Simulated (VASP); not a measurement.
# Te (C2/m) in VASP: settings compared, part 3 of 3

VASP 6.6.1. Earlier steps stand in the parts before.

## Step 5: Relaxation of cell and atoms, PBEsol, target pressure 10 GPa, at which the enthalpy is minimised

Contents of INCAR:

```
SYSTEM = Te
ALGO = Normal
EDIFF = 1E-7
EDIFFG = -0.01
ENCUT = 600
GGA = PS
IBRION = 2
ISIF = 3
ISMEAR = -1
LASPH = .True.
LCHARG = .False.
LREAL = .False.
LWAVE = .False.
NELM = 60
NSW = 80
PREC = Accurate
PSTRESS = 100.0
SIGMA = 0.05
```

Contents of KPOINTS:

```
k-points
0
Gamma
  7 7 5
  0 0 0
```

Contents of POSCAR:

```
Te
1.0
    3.8202894285     -2.1482026000      0.0000000000
    3.8202894285      2.1482026000      0.0000000000
   -0.0942908673      0.0000000000      5.9760906531
Te
3
Direct
    0.0000000000      0.0000000000      0.0000000000
    0.3094466100      0.3094466100      0.3388094900
    0.6905533900      0.6905533900      0.6611905100
```

Potentials or basis: VASP PAW PBE potentials, release 64 (Te).

The run is started by

```sh
$ cat potpaw_PBE.64/Te/POTCAR > POTCAR
$ mpirun -np 1 vasp_std > vasp.out
```

OUTCAR:

```text
SYSTEM = Te
   EDIFF = 1E-7
   EDIFFG = -0.01
   ENCUT = 600
   GGA = PS
   IBRION = 2
   ISIF = 3
   ISMEAR = -1
   LASPH = .True.
   LREAL = .False.
   NELM = 60
   NSW = 80
   PREC = Accurate
   PSTRESS = 100.0

 ion  position               nearest neighbor table
   1  0.000  0.000  0.000-   2 3.09   3 3.09   3 3.31   3 3.31   2 3.31   2 3.31
   2  0.309  0.309  0.339-   3 3.03   3 3.03   1 3.09   1 3.31   1 3.31   3 3.47
   3  0.691  0.691  0.661-   2 3.03   2 3.03   1 3.09   1 3.31   1 3.31   2 3.47

  LATTYP: Found a base centered monoclinic cell.
 ALAT       =     7.6405788570
 B/A-ratio  =     0.5623140969
 C/A-ratio  =     0.7822489081
 COS(beta)  =    -0.0157760547

  Lattice vectors:

 A1 = (   3.8202894285,  -2.1482026000,   0.0000000000)
 A2 = (   3.8202894285,   2.1482026000,   0.0000000000)
 A3 = (  -0.0942908673,   0.0000000000,   5.9760906531)

Analysis of symmetry for initial positions (statically):
[... 175 lines left out ...]
  energy without entropy =      -10.46966625  energy(sigma->0) =      -10.47335656

 E-fermi :   6.3384     XC(G=0):  -9.4298

 val. band max:        6.3173512854   @ k =   0.4286   0.2857   0.2000
 cond. band min:       6.3472945947   @ k =   0.0000   0.0000   0.4000
 fundamental gap:      0.0299433094
 Fermi energy:         6.3384068953
[... 889 lines left out ...]
  energy  without entropy=      -10.2118041766  energy(sigma->0) =      -10.21562728

  enthalpy is  TOTEN    =        -4.9930348422 eV   P V=        5.2264155319

[... ionic steps 4 to 34 ...]

--------------------------------------- Ionic step       35  -------------------------------------------

 number of electron      17.9999999 magnetization

------------------------ aborting loop because EDIFF is reached ----------------------------------------
[... 73 lines left out ...]
--------------------------------------- Ionic step       37  -------------------------------------------

 number of electron      17.9999999 magnetization

 Free energy of the ion-electron system (eV)
  ---------------------------------------------------
  ext. energy  EPLUGINS =         0.00000000
  ---------------------------------------------------
  free energy    TOTEN  =        -9.99751313 eV

  energy without entropy =       -9.99039533  energy(sigma->0) =       -9.99395423

 E-fermi :   9.6117     XC(G=0): -10.6272

 val. band max:        9.5436925494   @ k =   0.4286   0.4286   0.0000
 cond. band min:       9.6274146828   @ k =   0.1429   0.1429   0.0000
 fundamental gap:      0.0837221334
 Fermi energy:         9.6116617299
[... 418 lines left out ...]
  energy  without entropy=       -9.9903953292  energy(sigma->0) =       -9.99395423

  enthalpy is  TOTEN    =        -5.2394471202 eV   P V=        4.7580660057

 reached required accuracy - stopping structural energy minimisation
```

CONTCAR:

```text
Te
   1.00000000000000
     3.1624302186857625   -1.8385208568826479    0.0312765264208409
     3.1624302186857625    1.8385208568826479    0.0312765264208409
    -0.0405983621984917    0.0000000000000000    6.5553356990717253
  Te
     3
Direct
     0.0000000000000000    0.0000000000000000    0.0000000000000000
     0.3328838370478568    0.3328838370478568    0.3333729554586372
     0.6671161629521432    0.6671161629521432    0.6666270445413632

  0.00000000E+00  0.00000000E+00  0.00000000E+00
  0.00000000E+00  0.00000000E+00  0.00000000E+00
  0.00000000E+00  0.00000000E+00  0.00000000E+00
```

It took 41 min on 1 thread of Intel Xeon 8259CL, shared host; peak memory 0.32 GiB.

Results:

```
Free energy                                                : -9.9975 eV
Relaxed volume                                             : 25.41 Å³/atom
Relaxed cell                                               : a = 3.658 Å, b = 3.658 Å, c = 6.555 Å, α = 89.82°, β = 89.82°, γ = 60.34°
Space group after relaxing (to 0.1 Å)                      : R-3m (No. 166)
Energy change on relaxing (the run minimises the enthalpy) : +159.8 meV/atom
Ionic steps                                                : 37
Pressure after relaxing                                    : 10.0 GPa
Largest force after relaxing                               : 0.009 eV/Å
Band gap on the k mesh                                     : zero (bands 9 and 10 overlap by 2.77 eV)
```

Forces in eV/Å, atoms in the order of the input:
```
Te   0.000  0.000  0.000
Te   0.009  0.000 -0.003
Te  -0.009  0.000  0.003
```

The path:
| step | energy change (eV) | largest force (eV/Å) | pressure (GPa) | volume (Å³) |
| --- | --- | --- | --- | --- |
| 1 | 0.0000 | 0.0971 | -1.85 | 98.09 |
| 2 | 2.4931 | 1.5362 | 40.14 | 67.61 |
| 3 | 0.2576 | 0.6260 | 9.17 | 83.74 |
| 4 | 0.2920 | 0.6530 | 9.85 | 83.15 |
| 5 | 0.3096 | 0.6662 | 10.18 | 82.87 |
| 6 | 0.2975 | 0.4668 | 10.22 | 82.10 |
| 7 | 0.3594 | 0.1405 | 11.01 | 79.59 |
| 8 | 0.4267 | 0.2043 | 11.81 | 78.26 |
| 9 | 0.1928 | 0.0847 | 5.43 | 82.39 |
| 10 | 0.3103 | 0.1409 | 9.20 | 79.84 |
| 11 | 0.3482 | 0.0717 | 9.52 | 79.03 |
| 12 | 0.5102 | 0.2169 | 11.01 | 76.46 |
| 13 | 0.4026 | 0.0410 | 10.04 | 77.93 |
| 14 | 0.4236 | 0.0783 | 10.24 | 77.59 |
| 15 | 0.4141 | 0.0615 | 10.15 | 77.73 |
| 16 | 0.4248 | 0.0943 | 10.15 | 77.49 |
| 17 | 0.4434 | 0.1432 | 10.17 | 77.14 |
| 18 | 0.4881 | 0.2479 | 10.22 | 76.40 |
| 19 | 0.4777 | 0.2317 | 9.99 | 76.44 |
| 20 | 0.4699 | 0.2090 | 9.71 | 76.48 |
| 21 | 0.4697 | 0.2078 | 9.70 | 76.48 |
| 22 | 0.4797 | 0.1713 | 9.95 | 76.30 |
| 23 | 0.5019 | 0.1015 | 10.50 | 75.92 |
| 24 | 0.4872 | 0.0639 | 10.18 | 76.13 |
| 25 | 0.4745 | 0.0522 | 9.89 | 76.33 |
| 26 | 0.4750 | 0.0520 | 9.90 | 76.32 |
| 27 | 0.4771 | 0.0493 | 9.96 | 76.28 |
| 28 | 0.4835 | 0.0509 | 10.14 | 76.18 |
| 29 | 0.4795 | 0.0458 | 10.05 | 76.24 |
| 30 | 0.4714 | 0.0377 | 9.87 | 76.37 |
| 31 | 0.4753 | 0.0260 | 9.94 | 76.30 |
| 32 | 0.4789 | 0.0171 | 10.02 | 76.24 |
| 33 | 0.4799 | 0.0153 | 10.04 | 76.23 |
| 34 | 0.4781 | 0.0107 | 9.98 | 76.26 |
| 35 | 0.4769 | 0.0093 | 9.95 | 76.28 |
| 36 | 0.4773 | 0.0096 | 9.95 | 76.27 |
| 37 | 0.4795 | 0.0090 | 10.00 | 76.23 |

Final structure:
```
Te
1.0
     3.16243   -1.83852    0.03128
     3.16243    1.83852    0.03128
    -0.04060    0.00000    6.55534
Te
3
Direct
  0.00000 0.00000 0.00000
  0.33288 0.33288 0.33337
  0.66712 0.66712 0.66663
```

Caveat: the cell is relaxed towards a set pressure, so the run minimises the enthalpy, not the energy; the volume moved by over 15 % at a fixed basis, so the end points are rough; the PAW data sets were made with another functional, which shifts forces and pressure a little; spin-orbit coupling is left out, which moves the levels of the heavy elements.

## Step 6: Overview

| task | level | cell | k mesh | cutoff (eV) | gap on the mesh (eV) | pressure (GPa) | largest force (eV/Å) |
| --- | --- | --- | --- | --- | --- | --- | --- |
| single point | r2SCAN | a = 4.383, b = 4.383, c = 5.977 Å, angles 90.8, 90.8, 58.7°, 3 atoms, atomic positions A | 4 × 4 × 3 | 520 | - | 0.3 | 0.09 |
| single point | PBEsol | a = 4.314, b = 4.314, c = 5.837 Å, angles 90.4, 90.4, 59.7°, 3 atoms, atomic positions B | 7 × 7 × 5 | 520 | none | 0.0 | 0.01 |
| relaxation of cell and atoms | PBEsol | relaxed to 5 GPa from a = 4.383, b = 4.383, c = 5.977 Å, angles 90.8, 90.8, 58.7°, 3 atoms, atomic positions A | 7 × 7 × 5 | 600 | none | 5.0 | 0.01 |
| relaxation of cell and atoms | PBEsol | relaxed to 10 GPa from a = 4.383, b = 4.383, c = 5.977 Å, angles 90.8, 90.8, 58.7°, 3 atoms, atomic positions A | 7 × 7 × 5 | 600 | none | 10.0 | 0.01 |

Alike in all rows: potentials or basis VASP PAW PBE potentials, release 64 (Te); no spin polarisation; smearing fermi-dirac 0.05 eV.

Caveats: some runs use coarse meshes; the PAW data sets were made with another functional, which shifts forces and pressure a little; spin-orbit coupling is left out, which moves the levels of the heavy elements; the cell is relaxed towards a set pressure, so the run minimises the enthalpy, not the energy (at least some runs); the volume moved by over 15 % at a fixed basis, so the end points are rough (at least some runs).

Absolute energies hang on the potentials; compare differences alone.
